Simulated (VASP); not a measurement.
# SnSe (rocksalt type) (Fm-3m) in VASP: notebook

SnSe (rocksalt type) is run at these levels: PBE; tasks: relaxation of cell and atoms.

All numbers are computed with VASP 6.6.1; they aren't measurements. Logs are shortened: lines on timing, memory, paths and dates and some standing lists are left out, and cuts for length are marked.

**1. The cell of the first run**

It takes space group Fm-3m (No. 225, cubic). Conventional cell: a = 5.317 Å, b = 5.317 Å, c = 5.317 Å, α = 90.00°, β = 90.00°, γ = 90.00°. Sn (site symmetry m-3m) has 6 Se at 2.66 Å within 3.5 Å. Se (site symmetry m-3m) has 6 Sn at 2.66 Å within 3.5 Å.

**2. Relaxation of cell and atoms, PBE, target pressure 44 GPa, at which the enthalpy is minimised**

The input, INCAR:

```
SYSTEM = SnSe
PREC = Accurate
ENCUT = 600
EDIFF = 1E-6
ISMEAR = -1
SIGMA = 0.1
LREAL = .False.
LASPH = .True.
NELM = 100
ALGO = Normal
ISIF = 3
LWAVE = .False.
LCHARG = .False.
GGA = PE
IBRION = 2
NSW = 32
EDIFFG = -0.005
PSTRESS = 440.0
```

The input, KPOINTS:

```
Automatic mesh
0
Gamma
  14 14 14
  0 0 0
```

The input, POSCAR:

```
SnSe
1.0
    0.0000000000      2.6586116634      2.6586116634
    2.6586116634      0.0000000000      2.6586116634
    2.6586116634      2.6586116634      0.0000000000
Sn Se
1 1
Direct
    0.0000000000      0.0000000000      0.0000000000
    0.5000000000      0.5000000000      0.5000000000
```

Potentials or basis: VASP PAW PBE potentials, release 64 (Sn_d, Se).

Launch:

```console
$ cat potpaw_PBE.64/Sn_d/POTCAR potpaw_PBE.64/Se/POTCAR > POTCAR
$ mpirun -np 1 vasp_std > vasp.out
```

OUTCAR:

```text
SYSTEM = SnSe
   PREC = Accurate
   ENCUT = 600
   EDIFF = 1E-6
   ISMEAR = -1
   LREAL = .False.
   LASPH = .True.
   NELM = 100
   ISIF = 3
   GGA = PE
   IBRION = 2
   NSW = 32
   EDIFFG = -0.005
   PSTRESS = 440.0

 ion  position               nearest neighbor table
   1  0.000  0.000  0.000-   2 2.66   2 2.66   2 2.66   2 2.66   2 2.66   2 2.66
   2  0.500  0.500  0.500-   1 2.66   1 2.66   1 2.66   1 2.66   1 2.66   1 2.66

  LATTYP: Found a face centered cubic cell.
 ALAT       =     5.3172233268

  Lattice vectors:

 A1 = (   0.0000000000,   2.6586116634,   2.6586116634)
 A2 = (   2.6586116634,   0.0000000000,   2.6586116634)
 A3 = (   2.6586116634,   2.6586116634,   0.0000000000)

Analysis of symmetry for initial positions (statically):
=====================================================================
 Subroutine PRICEL returns:
 Original cell was already a primitive cell.

 Routine SETGRP: Setting up the symmetry group for a
 face centered cubic supercell.

 Subroutine GETGRP returns: Found 48 space group operations
 (whereof 48 operations were pure point group operations)
 out of a pool of 48 trial point group operations.

The static configuration has the point symmetry O_h .

Analysis of symmetry for dynamics (positions and initial velocities):
=====================================================================
 Subroutine PRICEL returns:
 Original cell was already a primitive cell.

 Routine SETGRP: Setting up the symmetry group for a
 face centered cubic supercell.

 Subroutine GETGRP returns: Found 48 space group operations
 (whereof 48 operations were pure point group operations)
 out of a pool of 48 trial point group operations.

The dynamic configuration has the point symmetry O_h .

 Subroutine INISYM returns: Found 48 space group operations
 (whereof 48 operations are pure point group operations),
 and found     1 'primitive' translations

----------------------------------------------------------------------------------------

                                     Primitive cell

  volume of cell :      37.5833

  direct lattice vectors                    reciprocal lattice vectors
     0.000000000  2.658611663  2.658611663    -0.188068083  0.188068083  0.188068083
     2.658611663  0.000000000  2.658611663     0.188068083 -0.188068083  0.188068083
     2.658611663  2.658611663  0.000000000     0.188068083  0.188068083 -0.188068083

  length of vectors
     3.759844671  3.759844671  3.759844671     0.325743476  0.325743476  0.325743476

  position of ions in fractional coordinates (direct lattice)
     0.000000000  0.000000000  0.000000000
     0.500000000  0.500000000  0.500000000

  ion indices of the primitive-cell ions
   primitive index   ion index
                 1           1
                 2           2

----------------------------------------------------------------------------------------

 KPOINTS: Automatic mesh

Automatic generation of k-mesh.
 Grid dimensions read from file:
 generate k-points for:   14   14   14

 Generating k-lattice:

  Cartesian coordinates                     Fractional coordinates (reciprocal lattice)
    -0.013433435  0.013433435  0.013433435     0.071428571  0.000000000  0.000000000
     0.013433435 -0.013433435  0.013433435     0.000000000  0.071428571  0.000000000
     0.013433435  0.013433435 -0.013433435     0.000000000  0.000000000  0.071428571

  Length of vectors
     0.023267391  0.023267391  0.023267391

  Shift w.r.t. Gamma in fractional coordinates (k-lattice)
     0.000000000  0.000000000  0.000000000

 Subroutine IBZKPT returns following result:
 ===========================================

 Found    104 irreducible k-points:

 Following reciprocal coordinates:
            Coordinates               Weight
  0.000000  0.000000  0.000000      1.000000
  0.071429  0.000000  0.000000      8.000000
  0.142857  0.000000  0.000000      8.000000
  0.214286  0.000000  0.000000      8.000000
  0.285714  0.000000  0.000000      8.000000
  0.357143  0.000000  0.000000      8.000000
[... 16 lines left out ...]
  0.214286  0.142857  0.000000     24.000000
  0.285714  0.142857  0.000000     24.000000
 [... further k-points ...]
   k-points           NKPTS =    104   k-points in BZ     NKDIM =    104   number of bands    NBANDS=     14
   number of dos      NEDOS =    301   number of ions     NIONS =      2
   total plane-waves  NPLWV =  27000
   dimension x,y,z NGX =    30 NGY =   30 NGZ =   30
   dimension x,y,z NGXF=    60 NGYF=   60 NGZF=   60
   ions per type =               1   1
   NGX,Y,Z   is equivalent  to a cutoff of  13.26, 13.26, 13.26 a.u.
   NGXF,Y,Z  is equivalent  to a cutoff of  26.53, 26.53, 26.53 a.u.
 SYSTEM =  SnSe
   PREC   = accura    normal or accurate (medium, high low for compatibility)
   ISTART =      0    job   : 0-new  1-cont  2-samecut
   ICHARG =      2    charge: 1-file 2-atom 10-const
   ISPIN  =      1    spin polarized calculation?
   LNONCOLLINEAR =      F non collinear calculations
   LSORBIT =      F    spin-orbit coupling
   LASPH  =      T    aspherical Exc in radial PAW
   ENCUT  =  600.0 eV  44.10 Ry    6.64 a.u.   7.51  7.51  7.51*2*pi/ulx,y,z
   NELM   =    100;   NELMIN=  2; NELMDL= -5     # of ELM steps
   EDIFF  = 0.1E-05   stopping-criterion for ELM
   LREAL  =      F    real-space projection
   EDIFFG = -.5E-02   stopping-criterion for IOM
   NSW    =     32    number of steps for IOM
   IBRION =      2    ionic relax: 0-MD 1-quasi-New 2-CG
   NFREE  =      1    steps in history (QN), initial steepest desc. (CG)
   ISIF   =      3    stress and relaxation
   ISYM   =      2    0-nonsym 1-usesym 2-fastsym
   POTIM  = 0.5000    time-step for ionic-motion
   TEBEG  =    0.0;   TEEND  =   0.0 temperature during run
   PSTRESS=  440.0 pullay stress
   NELECT =      20.0000    total number of electrons
   NUPDOWN=      -1.0000    fix difference up-down
   EMIN   =  10.00;   EMAX   =-10.00  energy-range for DOS
   EFERMI =   0.00;   METHOD = LEGACY
   ISMEAR =    -1;   SIGMA  =   0.10  broadening in eV -4-tet -1-fermi 0-gaus
   EFERMI_NEDOS =   21; number of points for ismear=-14 and -15
   IALGO  =     38    algorithm
   IMIX   =      4    mixing-type and parameters
     AMIX     =   0.40;   BMIX     =  1.00
     AMIX_MAG =   1.60;   BMIX_MAG =  1.00
  volume/ion in A,a.u.               =      18.79       126.81
  Fermi-wavevector in a.u.,A,eV,Ry     =   1.326641  2.506987 23.945915  1.759975
  Thomas-Fermi vector in A             =   2.456012
   LORBIT       =      0    0 simple, 1 ext, 2 COOP (PROOUT), +10 PAW based schemes
   GGA     = PE    functional components
   LHFCALC =     F    Hartree Fock is set to
   AEXX    =    0.0000 exact exchange contribution
   IVDW    =     0    specifies the selected vdW correction
   LEPSILON=     F    determine dielectric tensor
   LRPA    =     F    only Hartree local field effects (RPA)
 conjugate gradient relaxation of ions
 non-spin polarized calculation
  energy-cutoff  :      600.00
  volume of cell :       37.58
 maximum number of plane-waves:      1283
   NGX = 15   NGY = 15   NGZ = 15

--------------------------------------- Ionic step        1  -------------------------------------------

 number of electron      20.0000002 magnetization

 Free energy of the ion-electron system (eV)
  ---------------------------------------------------
  ext. energy  EPLUGINS =         0.00000000
  ---------------------------------------------------
  free energy    TOTEN  =        -6.45575265 eV

  energy without entropy =       -6.44354470  energy(sigma->0) =       -6.44964867

------------------------ aborting loop because EDIFF is reached ----------------------------------------

  FORCE on cell =-STRESS in cart. coord.  units (eV):
  Direction    XX          YY          ZZ          XY          YZ          ZX
  --------------------------------------------------------------------------------------
  -------------------------------------------------------------------------------------
  Total       10.3614354     10.3614354     10.3614354      0.0000000      0.0000000      0.0000000
  in kB      441.7085373    441.7085373    441.7085373      0.0000000      0.0000000      0.0000000
  external PRESSURE =       1.7085373 kB  Pullay stress =     440.0000000 kB

 VOLUME and BASIS-vectors are now :
 -----------------------------------------------------------------------------
  energy-cutoff  :      600.00
  volume of cell :       37.58
      direct lattice vectors                 reciprocal lattice vectors
     0.000000000  2.658611663  2.658611663    -0.188068083  0.188068083  0.188068083
     2.658611663  0.000000000  2.658611663     0.188068083 -0.188068083  0.188068083
     2.658611663  2.658611663  0.000000000     0.188068083  0.188068083 -0.188068083
[... 46 lines left out ...]
  FREE ENERGIE OF THE ION-ELECTRON SYSTEM (eV)
  ---------------------------------------------------
  free  energy   TOTEN  =        -6.4856398549 eV

  energy  without entropy=       -6.4735778457  energy(sigma->0) =       -6.47960885

  enthalpy is  TOTEN    =         3.8656804710 eV   P V=       10.3513203259

--------------------------------------- Ionic step        3  -------------------------------------------

 number of electron      20.0000002 magnetization

 Free energy of the ion-electron system (eV)
  ---------------------------------------------------
  ext. energy  EPLUGINS =         0.00000000
  ---------------------------------------------------
  free energy    TOTEN  =        -6.46507041 eV

  energy without entropy =       -6.45290800  energy(sigma->0) =       -6.45898920

 E-fermi :  10.9496     XC(G=0): -11.4003

 val. band max:       10.9420326431   @ k =  -0.4286   0.1429   0.0714
 cond. band min:      10.9886359219   @ k =   0.5000   0.0714   0.0000
 fundamental gap:      0.0466032788
 Fermi energy:        10.9496304535

 k-point     1 :       0.0000    0.0000    0.0000
  band No.  band energies     occupation
      1     -11.3753      2.00000
      2     -11.3753      2.00000
      3     -11.3508      2.00000
      4     -11.3508      2.00000
      5     -11.3508      2.00000
      6      -6.5474      2.00000
      7       7.1395      2.00000
      8       7.1395      2.00000
      9       7.1395      2.00000
     10       7.1817      2.00000
     11      15.8418      0.00000
     12      15.8418      0.00000
     13      15.8418      0.00000
     14      16.3417      0.00000

 k-point     2 :       0.0714    0.0000    0.0000
  band No.  band energies     occupation
      1     -11.3769      2.00000
      2     -11.3769      2.00000
      3     -11.3506      2.00000
      4     -11.3487      2.00000
      5     -11.3487      2.00000
      6      -6.4823      2.00000
      7       5.8632      2.00000
      8       7.1493      2.00000
      9       7.1493      2.00000
     10       8.3627      2.00000
[... 362 lines left out ...]
 k-point    24 :       0.2857    0.1429    0.0000
  band No.  band energies     occupation
      1     -11.4272      2.00000
      2     -11.3759      2.00000
      3     -11.3577      2.00000
      4     -11.3228      2.00000
      5     -11.3155      2.00000
      6      -5.6162      2.00000
      7       2.8748      2.00000
      8       6.3280      2.00000
      9       6.5946      2.00000
     10       9.8762      1.99996
     11      12.4138      0.00000
     12      14.0415      0.00000
     13      14.7689      0.00000
     14      15.9038      0.00000

 [... further k-points ...]

------------------------ aborting loop because EDIFF is reached ----------------------------------------

  FORCE on cell =-STRESS in cart. coord.  units (eV):
  Direction    XX          YY          ZZ          XY          YZ          ZX
  --------------------------------------------------------------------------------------
  -------------------------------------------------------------------------------------
  Total       10.3383035     10.3383035     10.3383035      0.0000000      0.0000000      0.0000000
  in kB      440.3257728    440.3257728    440.3257728      0.0000000      0.0000000      0.0000000
  external PRESSURE =       0.3257728 kB  Pullay stress =     440.0000000 kB

 VOLUME and BASIS-vectors are now :
 -----------------------------------------------------------------------------
  energy-cutoff  :      600.00
  volume of cell :       37.62
      direct lattice vectors                 reciprocal lattice vectors
     0.000000000  2.659409729  2.659409729    -0.188011646  0.188011646  0.188011646
     2.659409729  0.000000000  2.659409729     0.188011646 -0.188011646  0.188011646
     2.659409729  2.659409729  0.000000000     0.188011646  0.188011646 -0.188011646

 POSITION                                       TOTAL-FORCE (eV/Angst)
 -----------------------------------------------------------------------------------
      0.00000      0.00000      0.00000         0.000000     -0.000000      0.000000
      2.65941      2.65941      2.65941        -0.000000      0.000000     -0.000000
 -----------------------------------------------------------------------------------
    total drift:                               -0.000000      0.000000      0.000000

  FREE ENERGIE OF THE ION-ELECTRON SYSTEM (eV)
  ---------------------------------------------------
  free  energy   TOTEN  =        -6.4650704092 eV

  energy  without entropy=       -6.4529079978  energy(sigma->0) =       -6.45898920

  enthalpy is  TOTEN    =         3.8655843789 eV   P V=       10.3306547881

 reached required accuracy - stopping structural energy minimisation
```

Run time: 52 s. Hardware: 1 thread of AMD EPYC 9R45 (Zen 5), shared host; peak memory 0.2 GiB.

What came out:

- Free energy: -6.4651 eV
- Relaxed volume: 18.81 Å³/atom
- Relaxed cell: a = 3.761 Å, b = 3.761 Å, c = 3.761 Å, α = 60.00°, β = 60.00°, γ = 60.00°
- Space group after relaxing (to 0.1 Å): Fm-3m (No. 225)
- Energy change on relaxing (the run minimises the enthalpy): -4.7 meV/atom
- Ionic steps: 3
- Pressure after relaxing: 44.0 GPa
- Band gap on the k mesh: zero (bands 10 and 11 overlap by 0.44 eV)

Step by step:
```
step  energy change (eV)  largest force (eV/Å)  pressure (GPa)  volume (Å³)
   1              0.0000                0.0000           44.17        37.58
   2             -0.0299                0.0000           43.59        37.69
   3             -0.0093                0.0000           44.03        37.62
```

Final structure:
```
CELL_PARAMETERS angstrom
0.00000 2.65941 2.65941
2.65941 0.00000 2.65941
2.65941 2.65941 0.00000
ATOMIC_POSITIONS crystal
Sn 0.00000 0.00000 0.00000
Se 0.50000 0.50000 0.50000
```

Levels at points of the mesh, in eV from the Fermi level:
| k point | band 8 | band 9 | band 10 | band 11 | band 12 | band 13 |
| --- | --- | --- | --- | --- | --- | --- |
| (0.00, 0.00, 0.00) | -3.81 | -3.81 | -3.77 | 4.89 | 4.89 | 4.89 |
| (0.50, 0.00, 0.00) | -3.39 | -3.39 | -0.78 | 0.39 | 0.39 | 1.99 |
| (0.50, 0.50, 0.00) | -6.62 | -6.12 | -6.12 | 1.11 | 7.33 | 7.33 |

Caveat: the cell is relaxed towards a set pressure, so the run minimises the enthalpy, not the energy; semilocal functionals underestimate gaps, and a narrow one can read as zero; spin-orbit coupling is left out, which moves the levels of the heavy elements.

**3. Relaxation of cell and atoms, PBE, target pressure 44 GPa, at which the enthalpy is minimised**

The input, INCAR:

```
  PREC = Accurate
  ENCUT = 600
  EDIFF = 1E-7
  ISMEAR = -1
  SIGMA = 0.1
  LREAL = F
  LASPH = T
  NELM = 60
  ALGO = Normal
  ISIF = 3
  LWAVE = F
  LCHARG = F
  GGA = PE
  IBRION = 2
  NSW = 60
  EDIFFG = -0.005
  PSTRESS = 440.0
```

The input, KPOINTS:

```
Automatic mesh
0
Gamma
  14 14 14
```

The input, POSCAR:

```
SnSe
1.0
    0.0000000000      2.6600291833      2.6600291833
    2.6600291833      0.0000000000      2.6600291833
    2.6600291833      2.6600291833      0.0000000000
Sn Se
1 1
Direct
    0.0000000000      0.0000000000      0.0000000000
    0.5000000000      0.5000000000      0.5000000000
```

Potentials or basis: VASP PAW PBE potentials, release 64 (Sn_d, Se).

Launch:

```console
$ cat potpaw_PBE.64/Sn_d/POTCAR potpaw_PBE.64/Se/POTCAR > POTCAR
$ mpirun -np 1 vasp_std > vasp.out
```

Run time: 62 s. Hardware: 1 thread of AMD EPYC 9R45 (Zen 5), shared host; peak memory 0.2 GiB.

It converged, with:

| Item | Value |
| --- | --- |
| Free energy | -6.4652 eV |
| Relaxed volume | 18.81 Å³/atom |
| Relaxed cell | a = 3.761 Å, b = 3.761 Å, c = 3.761 Å, α = 60.00°, β = 60.00°, γ = 60.00° |
| Space group after relaxing (to 0.1 Å) | Fm-3m (No. 225) |
| Energy change on relaxing (the run minimises the enthalpy) | +3.6 meV/atom |
| Ionic steps | 3 |
| Pressure after relaxing | 44.0 GPa |
| Band gap on the k mesh | zero (bands 10 and 11 overlap by 0.44 eV) |

The path:
| step | energy change (eV) | largest force (eV/Å) | pressure (GPa) | volume (Å³) |
| --- | --- | --- | --- | --- |
| 1 | 0.0000 | 0.0000 | 43.87 | 37.64 |
| 2 | 0.0232 | 0.0000 | 44.33 | 37.56 |
| 3 | 0.0071 | 0.0000 | 44.01 | 37.62 |

Final structure:
```yaml
crystal:
  lattice:
    - [0.00000, 2.65942, 2.65942]
    - [2.65942, 0.00000, 2.65942]
    - [2.65942, 2.65942, 0.00000]
  atoms:
    - { symbol: Sn, position: [0.00000, 0.00000, 0.00000] }
    - { symbol: Se, position: [0.50000, 0.50000, 0.50000] }
```

Levels at points of the mesh, in eV from the Fermi level:
```
           k point  band 7  band 8  band 9  band 10  band 11  band 12  band 13  band 14
(0.00, 0.00, 0.00)   -3.81   -3.81   -3.81    -3.77     4.89     4.89     4.89     5.39
(0.50, 0.00, 0.00)  -10.99   -3.39   -3.39    -0.78     0.39     0.39     1.99     9.04
(0.50, 0.50, 0.00)   -8.94   -6.62   -6.12    -6.12     1.11     7.33     7.33     8.23
```

Caveat: the cell is relaxed towards a set pressure, so the run minimises the enthalpy, not the energy; semilocal functionals underestimate gaps, and a narrow one can read as zero; spin-orbit coupling is left out, which moves the levels of the heavy elements.

The gap in the log of VASP goes by the Fermi energy; the results here count the filled bands.